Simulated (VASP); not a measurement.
A run of VASP 6.6.1 is set up as follows.

Contents of INCAR:

```
SYSTEM = Re
PREC = Accurate
ENCUT = 600
EDIFF = 1E-6
ISMEAR = -1
SIGMA = 0.1
LREAL = .False.
LASPH = .True.
NELM = 100
ALGO = Normal
ISIF = 4
LWAVE = .False.
LCHARG = .False.
GGA = PE
IBRION = 2
NSW = 50
EDIFFG = -0.005
```

The input KPOINTS:

```
regular mesh
0
Gamma
  18 18 18
  0 0 0
```

Contents of POSCAR:

```
Re
1.0
   -2.3856245373      2.3856245373      1.2334258359
    2.3856245373     -2.3856245373      1.2334258359
    2.3856245373      2.3856245373     -1.2334258359
Re
2
Direct
   -0.3750000000     -0.1250000000     -0.2500000000
    0.3750000000      0.1250000000      0.2500000000
```

Potentials or basis: VASP PAW PBE potentials, release 64 (Re).

Run with:

```bash
$ cat potpaw_PBE.64/Re/POTCAR > POTCAR
$ mpirun -np 1 vasp_std > vasp.out
```

Question: What does it give for the band gap on the k mesh?

Answer: Zero (bands 7 and 8 overlap by 2.60 eV).

Step by step:
| step | energy change (eV) | largest force (eV/Å) | pressure (GPa) | volume (Å³) |
| --- | --- | --- | --- | --- |
| 1 | 0.0000 | 0.0000 | 65.66 | 28.08 |
| 2 | 0.0025 | 0.0000 | 65.47 | 28.08 |
| 3 | -0.0016 | 0.0000 | 65.53 | 28.08 |

Caveat: spin-orbit coupling is left out, which moves the levels of the heavy elements.
